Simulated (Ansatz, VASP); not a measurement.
## Mo2W in VASP and in Ansatz

```
CELL_PARAMETERS angstrom
4.48102 0.00000 0.00000
-2.24051 3.88068 0.00000
0.00000 0.00000 2.74393
ATOMIC_POSITIONS crystal
Mo 0.33333 0.66667 0.33533
Mo 0.66667 0.33333 0.66467
W 0.00000 0.00000 0.00000
```

Alike in both runs: functional PBE; k mesh 12 × 12 × 16; occupations gaussian, width 0.1 eV; no spin polarisation.

Ansatz relaxed the structure, and its values are those at the end. VASP's run is a single point on that final structure, the one shown.

|  | VASP | Ansatz |
| --- | --- | --- |
| version | VASP 6.6.1 | Ansatz 0.2.0 |
| potentials or method | VASP PAW PBE potentials, release 64 (Mo_sv, W_sv), cutoff 520 eV | scalar-relativistic, plane waves, PAW |
| valence electrons in the cell | 42 | 42 |

Ansatz gave:

* gap on the k mesh at the Fermi level (eV): none
* pressure (GPa): 0.0

Task: Which values does VASP return?

Result: gap on the k mesh at the Fermi level (eV): none; pressure (GPa): 0.5.

A gap of «none» marks a metal or a gap that the smearing closes. With one functional, cell and mesh, what is left measures potentials, basis and numerics.

Neither program's run includes spin-orbit coupling.
